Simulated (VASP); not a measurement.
# In4Sb3As (P-43m) in VASP: notebook

Runs on In4Sb3As. Level: PBE. Tasks: single point.

Everything below comes from runs of VASP 6.6.1. Logs are shortened: lines on timing, memory, paths and dates and some standing lists are left out, and cuts for length are marked.

## Step 1: The cell of the first run

The structure is cubic, space group P-43m (No. 215). Conventional cell: a = 6.002 Å, b = 6.002 Å, c = 6.002 Å, α = 90.00°, β = 90.00°, γ = 90.00°. Within 3.4 Å of In (site symmetry 3m) lie 3 Sb at 2.60 Å and 1 As at 2.60 Å. Within 3.4 Å of Sb (site symmetry -42m) lie 4 In at 2.60 Å. Within 3.4 Å of As (site symmetry -43m) lie 4 In at 2.60 Å.

## Step 2: Single point, PBE

INCAR reads:

```
PREC     = Accurate       # precision mode
ENCUT    = 520            # plane-wave cutoff, eV
EDIFF    = 1E-7           # SCF threshold, eV
ISMEAR   = 0              # smearing method
SIGMA    = 0.1            # smearing width, eV
LREAL    = F              # projectors in reciprocal space
LASPH    = T              # aspherical terms in the spheres
NELM     = 80             # most SCF steps
ALGO     = Normal         # electronic algorithm
ISIF     = 2              # what is computed and relaxed
LWAVE    = F              # write WAVECAR
LCHARG   = T              # write CHGCAR
GGA      = PE             # functional
LELF     = T              # ELF
LVHAR    = T            
NBANDS   = 46             # bands
```

KPOINTS reads:

```
regular mesh
0
Gamma
  4 4 4
```

POSCAR reads:

```
In4Sb3As
1.0
    6.0017366400      0.0000000000      0.0000000000
    0.0000000000      6.0017366400      0.0000000000
    0.0000000000      0.0000000000      6.0017366400
In Sb As
4 3 1
Direct
    0.2500000000      0.7500000000      0.2500000000
    0.2500000000      0.2500000000      0.7500000000
    0.7500000000      0.7500000000      0.7500000000
    0.7500000000      0.2500000000      0.2500000000
    0.0000000000      0.5000000000      0.5000000000
    0.5000000000      0.5000000000      0.0000000000
    0.5000000000      0.0000000000      0.5000000000
    0.0000000000      0.0000000000      0.0000000000
```

Potentials or basis: VASP PAW PBE potentials, release 64 (In_d, Sb, As).

On the command line:

```sh
> cat potpaw_PBE.64/In_d/POTCAR potpaw_PBE.64/Sb/POTCAR potpaw_PBE.64/As/POTCAR > POTCAR
> mpirun -np 1 vasp_std > vasp.out
```

OUTCAR:

```text
PREC = Accurate
   ENCUT = 520
   EDIFF = 1E-7
   ISMEAR = 0
   LREAL = F
   LASPH = T
   NELM = 80
   ISIF = 2
   GGA = PE

 ion  position               nearest neighbor table
   1  0.250  0.750  0.250-   5 2.60   6 2.60   7 2.60   8 2.60
   2  0.250  0.250  0.750-   5 2.60   6 2.60   7 2.60   8 2.60
   3  0.750  0.750  0.750-   5 2.60   6 2.60   7 2.60   8 2.60
   4  0.750  0.250  0.250-   5 2.60   6 2.60   7 2.60   8 2.60
   5  0.000  0.500  0.500-   1 2.60   2 2.60   3 2.60   4 2.60
   6  0.500  0.500  0.000-   1 2.60   2 2.60   3 2.60   4 2.60
   7  0.500  0.000  0.500-   1 2.60   2 2.60   3 2.60   4 2.60
   8  0.000  0.000  0.000-   1 2.60   2 2.60   3 2.60   4 2.60

  LATTYP: Found a simple cubic cell.
 ALAT       =     6.0017366400

  Lattice vectors:

 A1 = (   6.0017366400,   0.0000000000,   0.0000000000)
 A2 = (   0.0000000000,   6.0017366400,   0.0000000000)
 A3 = (   0.0000000000,   0.0000000000,   6.0017366400)

Analysis of symmetry for initial positions (statically):
=====================================================================
 Subroutine PRICEL returns:
 Original cell was already a primitive cell.

 Routine SETGRP: Setting up the symmetry group for a
 simple cubic supercell.

 Subroutine GETGRP returns: Found 24 space group operations
 (whereof 24 operations were pure point group operations)
 out of a pool of 48 trial point group operations.

The static configuration has the point symmetry T_d .

Analysis of symmetry for dynamics (positions and initial velocities):
=====================================================================
 Subroutine PRICEL returns:
 Original cell was already a primitive cell.

 Routine SETGRP: Setting up the symmetry group for a
 simple cubic supercell.

 Subroutine GETGRP returns: Found 24 space group operations
 (whereof 24 operations were pure point group operations)
 out of a pool of 48 trial point group operations.

The dynamic configuration has the point symmetry T_d .

 Subroutine INISYM returns: Found 24 space group operations
 (whereof 24 operations are pure point group operations),
 and found     1 'primitive' translations

----------------------------------------------------------------------------------------

                                     Primitive cell

  volume of cell :     216.1876

  direct lattice vectors                    reciprocal lattice vectors
     6.001736640  0.000000000  0.000000000     0.166618441  0.000000000  0.000000000
     0.000000000  6.001736640  0.000000000     0.000000000  0.166618441  0.000000000
     0.000000000  0.000000000  6.001736640     0.000000000  0.000000000  0.166618441

  length of vectors
     6.001736640  6.001736640  6.001736640     0.166618441  0.166618441  0.166618441

  position of ions in fractional coordinates (direct lattice)
     0.250000000  0.750000000  0.250000000
     0.250000000  0.250000000  0.750000000
     0.750000000  0.750000000  0.750000000
     0.750000000  0.250000000  0.250000000
     0.000000000  0.500000000  0.500000000
     0.500000000  0.500000000  0.000000000
     0.500000000  0.000000000  0.500000000
     0.000000000  0.000000000  0.000000000

  ion indices of the primitive-cell ions
   primitive index   ion index
                 1           1
                 2           2
                 3           3
                 4           4
                 5           5
                 6           6
                 7           7
                 8           8

----------------------------------------------------------------------------------------

 KPOINTS: regular mesh

Automatic generation of k-mesh.
 Grid dimensions read from file:
 generate k-points for:    4    4    4

 Generating k-lattice:

  Cartesian coordinates                     Fractional coordinates (reciprocal lattice)
     0.041654610  0.000000000  0.000000000     0.250000000  0.000000000  0.000000000
     0.000000000  0.041654610  0.000000000     0.000000000  0.250000000  0.000000000
     0.000000000  0.000000000  0.041654610     0.000000000  0.000000000  0.250000000

  Length of vectors
     0.041654610  0.041654610  0.041654610

  Shift w.r.t. Gamma in fractional coordinates (k-lattice)
     0.000000000  0.000000000  0.000000000

 Subroutine IBZKPT returns following result:
 ===========================================

 Found     10 irreducible k-points:

 Following reciprocal coordinates:
            Coordinates               Weight
  0.000000  0.000000  0.000000      1.000000
  0.250000  0.000000  0.000000      6.000000
  0.500000  0.000000  0.000000      3.000000
  0.250000  0.250000  0.000000     12.000000
  0.500000  0.250000  0.000000     12.000000
  0.500000  0.500000  0.000000      3.000000
  0.250000  0.250000  0.250000      8.000000
  0.500000  0.250000  0.250000     12.000000
  0.500000  0.500000  0.250000      6.000000
  0.500000  0.500000  0.500000      1.000000
   k-points           NKPTS =     10   k-points in BZ     NKDIM =     10   number of bands    NBANDS=     46
   number of dos      NEDOS =    301   number of ions     NIONS =      8
   total plane-waves  NPLWV = 110592
   dimension x,y,z NGX =    48 NGY =   48 NGZ =   48
   dimension x,y,z NGXF=    96 NGYF=   96 NGZF=   96
   ions per type =               4   3   1
   NGX,Y,Z   is equivalent  to a cutoff of  13.30, 13.30, 13.30 a.u.
   NGXF,Y,Z  is equivalent  to a cutoff of  26.59, 26.59, 26.59 a.u.
 SYSTEM =  unknown system
   PREC   = accura    normal or accurate (medium, high low for compatibility)
   ISTART =      0    job   : 0-new  1-cont  2-samecut
   ICHARG =      2    charge: 1-file 2-atom 10-const
   ISPIN  =      1    spin polarized calculation?
   LNONCOLLINEAR =      F non collinear calculations
   LSORBIT =      F    spin-orbit coupling
   LASPH  =      T    aspherical Exc in radial PAW
   ENCUT  =  520.0 eV  38.22 Ry    6.18 a.u.  11.16 11.16 11.16*2*pi/ulx,y,z
   NELM   =     80;   NELMIN=  2; NELMDL= -5     # of ELM steps
   EDIFF  = 0.1E-06   stopping-criterion for ELM
   LREAL  =      F    real-space projection
   EDIFFG = 0.1E-05   stopping-criterion for IOM
   NSW    =      0    number of steps for IOM
   IBRION =     -1    ionic relax: 0-MD 1-quasi-New 2-CG
   NFREE  =      0    steps in history (QN), initial steepest desc. (CG)
   ISIF   =      2    stress and relaxation
   ISYM   =      2    0-nonsym 1-usesym 2-fastsym
   POTIM  = 0.5000    time-step for ionic-motion
   TEBEG  =    0.0;   TEEND  =   0.0 temperature during run
   PSTRESS=    0.0 pullay stress
   NELECT =      72.0000    total number of electrons
   NUPDOWN=      -1.0000    fix difference up-down
   EMIN   =  10.00;   EMAX   =-10.00  energy-range for DOS
   EFERMI =   0.00;   METHOD = LEGACY
   ISMEAR =     0;   SIGMA  =   0.10  broadening in eV -4-tet -1-fermi 0-gaus
   EFERMI_NEDOS =   21; number of points for ismear=-14 and -15
   IALGO  =     38    algorithm
   IMIX   =      4    mixing-type and parameters
     AMIX     =   0.40;   BMIX     =  1.00
     AMIX_MAG =   1.60;   BMIX_MAG =  1.00
  volume/ion in A,a.u.               =      27.02       182.36
  Fermi-wavevector in a.u.,A,eV,Ry     =   1.134772  2.144409 17.520334  1.287708
  Thomas-Fermi vector in A             =   2.271477
   LORBIT       =      0    0 simple, 1 ext, 2 COOP (PROOUT), +10 PAW based schemes
   GGA     = PE    functional components
   LHFCALC =     F    Hartree Fock is set to
   AEXX    =    0.0000 exact exchange contribution
   IVDW    =     0    specifies the selected vdW correction
   LEPSILON=     F    determine dielectric tensor
   LRPA    =     F    only Hartree local field effects (RPA)
 non-spin polarized calculation
 Gauss-broadening in eV      SIGMA  =   0.10
  energy-cutoff  :      520.00
  volume of cell :      216.19
 maximum number of plane-waves:      5856
 NGX is ok and might be reduce to    48
   NGX = 23   NGY = 23   NGZ = 23

 number of electron      72.0000057 magnetization

 Free energy of the ion-electron system (eV)
  ---------------------------------------------------
  ext. energy  EPLUGINS =         0.00000000
  ---------------------------------------------------
  free energy    TOTEN  =       -25.44787513 eV

  energy without entropy =      -25.44747875  energy(sigma->0) =      -25.44767694

 E-fermi :   7.2645     XC(G=0):  -9.5823

 val. band max:        7.1059769130   @ k =   0.0000   0.0000   0.0000
 cond. band min:       7.3905633962   @ k =   0.5000   0.5000   0.5000
 fundamental gap:      0.2845864832
 Fermi energy:         7.2644585642

 k-point     1 :       0.0000    0.0000    0.0000
  band No.  band energies     occupation
      1      -8.2095      2.00000
      2      -8.2095      2.00000
      3      -8.1425      2.00000
      4      -8.0133      2.00000
      5      -8.0133      2.00000
      6      -8.0133      2.00000
[... 38 lines left out ...]
     45      10.2276      0.00000
     46      10.2276      0.00000

 k-point     2 :       0.2500    0.0000    0.0000
  band No.  band energies     occupation
      1      -8.1981      2.00000
      2      -8.1902      2.00000
      3      -8.1295      2.00000
      4      -8.0420      2.00000
      5      -8.0010      2.00000
      6      -8.0010      2.00000
[... 38 lines left out ...]
     45      11.2335      0.00000
     46      11.2335      0.00000

 k-point     3 :       0.5000    0.0000    0.0000
  band No.  band energies     occupation
      1      -8.1851      2.00000
      2      -8.1605      2.00000
      3      -8.1111      2.00000
      4      -8.0842      2.00000
      5      -7.9792      2.00000
      6      -7.9792      2.00000
[... 332 lines left out ...]
     45      11.4043      0.00000
     46      11.4052      0.00000

 k-point    10 :       0.5000    0.5000    0.5000
  band No.  band energies     occupation
      1      -8.1440      2.00000
      2      -8.1440      2.00000
      3      -8.1440      2.00000
      4      -8.0742      2.00000
      5      -7.9939      2.00000
      6      -7.9939      2.00000
[... 38 lines left out ...]
     45      11.0747      0.00000
     46      11.0747      0.00000

------------------------ aborting loop because EDIFF is reached ----------------------------------------

  FORCE on cell =-STRESS in cart. coord.  units (eV):
  Direction    XX          YY          ZZ          XY          YZ          ZX
  --------------------------------------------------------------------------------------
  -------------------------------------------------------------------------------------
  Total       24.8332057     24.8332057     24.8332057     -0.0000000      0.0000000     -0.0000000
  in kB      184.0401446    184.0401446    184.0401446     -0.0000000      0.0000000     -0.0000000
  external PRESSURE =     184.0401446 kB  Pullay stress =       0.0000000 kB

 VOLUME and BASIS-vectors are now :
 -----------------------------------------------------------------------------
  energy-cutoff  :      520.00
  volume of cell :      216.19
      direct lattice vectors                 reciprocal lattice vectors
     6.001736640  0.000000000  0.000000000     0.166618441  0.000000000  0.000000000
     0.000000000  6.001736640  0.000000000     0.000000000  0.166618441  0.000000000
     0.000000000  0.000000000  6.001736640     0.000000000  0.000000000  0.166618441

 POSITION                                       TOTAL-FORCE (eV/Angst)
 -----------------------------------------------------------------------------------
      1.50043      4.50130      1.50043        -0.793479      0.793479     -0.793479
      1.50043      1.50043      4.50130        -0.793479     -0.793479      0.793479
      4.50130      4.50130      4.50130         0.793479      0.793479      0.793479
      4.50130      1.50043      1.50043         0.793479     -0.793479     -0.793479
      0.00000      3.00087      3.00087        -0.000000      0.000000      0.000000
      3.00087      3.00087      0.00000        -0.000000      0.000000      0.000000
      3.00087      0.00000      3.00087        -0.000000      0.000000     -0.000000
      0.00000      0.00000      0.00000        -0.000000      0.000000     -0.000000
 -----------------------------------------------------------------------------------
    total drift:                                0.000000      0.000000     -0.000000

  FREE ENERGIE OF THE ION-ELECTRON SYSTEM (eV)
  ---------------------------------------------------
  free  energy   TOTEN  =       -25.4478751282 eV

  energy  without entropy=      -25.4474787549  energy(sigma->0) =      -25.44767694
```

Run time: 2.9 min. Hardware: 1 thread of Intel Xeon Platinum 8259CL at 2.50GHz (Skylake/Cascade Lake), shared host; peak memory 0.36 GiB.

Results:

| Quantity | Value |
| --- | --- |
| Free energy | -25.4479 eV |
| Pressure | 18.4 GPa |
| Band gap on the k mesh | 0.28 eV (least direct gap 0.40 eV) |

Caveat: the cell stands under pressure; semilocal functionals underestimate gaps, and a narrow one can read as zero; spin-orbit coupling is left out, which moves the levels of the heavy elements. A k mesh can miss the band edges.

## Step 3: Single point, PBE

This run uses another cell than the first one, of 34.74 Å³/atom.

INCAR: that of step 2 with these lines changed.

```diff
@@ -7,3 +7,3 @@
 LASPH    = T              # aspherical terms in the spheres
-NELM     = 80             # most SCF steps
+NELM     = 60             # most SCF steps
 ALGO     = Normal         # electronic algorithm
@@ -11,6 +11,4 @@
 LWAVE    = F              # write WAVECAR
-LCHARG   = T              # write CHGCAR
+LCHARG   = F              # write CHGCAR
 GGA      = PE             # functional
-LELF     = T              # ELF
-LVHAR    = T            
 NBANDS   = 46             # bands
```

KPOINTS reads:

```
regular mesh
0
Gamma
  6 6 6
```

POSCAR reads:

```
In4Sb3As
1.0
    6.5261801935      0.0000000000      0.0000000000
    0.0000000000      6.5261801935      0.0000000000
    0.0000000000      0.0000000000      6.5261801935
In Sb As
4 3 1
Direct
    0.2416652626      0.7583347374      0.2416652626
    0.2416652626      0.2416652626      0.7583347374
    0.7583347374      0.7583347374      0.7583347374
    0.7583347374      0.2416652626      0.2416652626
    0.0000000000      0.5000000000      0.5000000000
    0.5000000000      0.5000000000      0.0000000000
    0.5000000000      0.0000000000      0.5000000000
    0.0000000000      0.0000000000      0.0000000000
```

Potentials or basis: VASP PAW PBE potentials, release 64 (In_d, Sb, As).

On the command line:

```sh
> cat potpaw_PBE.64/In_d/POTCAR potpaw_PBE.64/Sb/POTCAR potpaw_PBE.64/As/POTCAR > POTCAR
> mpirun -np 1 vasp_std > vasp.out
```

It took 6.2 min on 1 thread of Intel Xeon Platinum 8259CL at 2.50GHz (Skylake/Cascade Lake), shared host; peak memory 0.48 GiB.

The run converged. Its results:

```yaml
Free_energy: -28.4605 eV
Pressure: 0.0 GPa
Largest_force: 0.005 eV/Å
Band_gap_on_the_k_mesh: zero (bands 36 and 37 overlap by 0.01 eV)
```

Forces on the atoms (eV/Å):
```
In  -0.003  0.003 -0.003
In  -0.003 -0.003  0.003
In   0.003  0.003  0.003
In   0.003 -0.003 -0.003
Sb   0.000  0.000  0.000
Sb   0.000  0.000  0.000
Sb   0.000  0.000  0.000
As   0.000  0.000  0.000
```

Levels at points of the mesh, in eV from the Fermi level:
```
           k point  band 32  band 33  band 34  band 35  band 36  band 37  band 38  band 39  band 40  band 41
(0.00, 0.00, 0.00)    -2.03    -2.03    -0.70    -0.02    -0.02    -0.02     1.40     1.40     1.45     1.45
(0.50, 0.00, 0.00)    -2.50    -1.47    -1.47    -1.15    -1.15     1.59     1.78     2.22     2.46     3.31
(0.50, 0.50, 0.00)    -2.40    -1.16    -1.16    -0.91    -0.73     1.65     1.86     2.14     2.14     4.08
(0.50, 0.50, 0.50)    -0.84    -0.84    -0.84    -0.68    -0.68    -0.03     0.62     0.62     0.62     3.77
```

Caveat: semilocal functionals underestimate gaps, and a narrow one can read as zero; spin-orbit coupling is left out, which moves the levels of the heavy elements.

The gap in the log of VASP goes by the Fermi energy; the results here count the filled bands.